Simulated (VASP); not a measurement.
A run of VASP 6.6.1 is set up as follows.

File POSCAR:

```
Mg
1.0
    3.2722434310      0.0000000000      0.0000000000
   -1.6361217155      2.8338459386      0.0000000000
    0.0000000000      0.0000000000      5.3124886887
Mg
2
Direct
    0.6666666667      0.3333333333      0.7500000000
    0.3333333333      0.6666666667      0.2500000000
```

The input INCAR.step1:

```
SYSTEM = Mg
ALGO = Normal
EDIFF = 1E-4
ENCUT = 520
GGA = PE
ISMEAR = -1
LASPH = .True.
LCHARG = .False.
LREAL = .False.
LWAVE = .True.
NBANDS = 9
NELM = 80
PREC = Accurate
SIGMA = 0.05
```

The input INCAR.step2:

```
SYSTEM = Mg
ALGO = Normal
EDIFF = 1E-6
ENCUT = 520
ISIF = 2
ISMEAR = -1
ISTART = 1
IVDW = 13
LASPH = .True.
LCHARG = .True.
LELF = .True.
LMIXTAU = .True.
LREAL = .False.
LVHAR = .True.
LWAVE = .False.
METAGGA = R2SCAN
NBANDS = 9
NELM = 80
PREC = Accurate
SIGMA = 0.05
VDW_A1 = 0.51559235
VDW_A2 = 5.77342911
VDW_S6 = 1.0
VDW_S8 = 0.6018749
```

The input KPOINTS:

```
k-points
0
Gamma
  10 10 5
  0 0 0
```

Potentials or basis: VASP PAW PBE potentials, release 64 (Mg).

Run with:

```console
$ cat potpaw_PBE.64/Mg/POTCAR > POTCAR
$ cp INCAR.step1 INCAR
$ mpirun -np 1 vasp_std > vasp.out
$ cp INCAR.step2 INCAR
$ mpirun -np 1 vasp_std > vasp.out
```

Question: What does it give for the band gap on the k mesh?

Answer: Zero (bands 2 and 3 overlap by 1.84 eV).

Question: Estimate the pressure.

Answer: -3.4 GPa.

Question: Estimate the dispersion energy per atom.

Answer: -0.053 eV.

Stress tensor (GPa, compression positive):
```
-3.75  0.00  0.00
 0.00 -3.75  0.00
 0.00  0.00 -2.85
```

Caveat: the cell stands under tension; the PAW data sets were made with another functional, which shifts forces and pressure a little.
